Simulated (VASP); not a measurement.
The system is Mg2Si.

```
Mg Si
1.0
     0.00000    3.16339    3.16339
     3.16339    0.00000    3.16339
     3.16339    3.16339    0.00000
Mg Si
2 1
Direct
  0.25000 0.25000 0.25000
  0.75000 0.75000 0.75000
  0.00000 0.00000 0.00000
```

Base run:

```yaml
Program: VASP 6.6.1
Functional: PBEsol
Potentials_or_basis: VASP PAW PBE potentials, release 64 (Mg, Si)
Cutoff: 600 eV
k_mesh: 10 × 10 × 10
Occupations: gaussian, width 0.01 eV
Spin: no spin polarisation
```

Its results: band gap on the k mesh 0.11 eV, indirect (least direct gap 1.88 eV); pressure -0.1 GPa.

The run is repeated on the same cell with these changes: functional from PBEsol to r2SCAN; cutoff from 600 eV to 660 eV. What comes out?

Band gap on the k mesh 0.44 eV, indirect (least direct gap 2.49 eV); pressure 0.0 GPa.

r2SCAN gives the wider gap, since meta-GGAs in the generalised Kohn-Sham scheme recover part of the derivative discontinuity.

Caveats: the PAW data sets were made with another functional, which shifts forces and pressure a little.

A k mesh can miss the band edges.
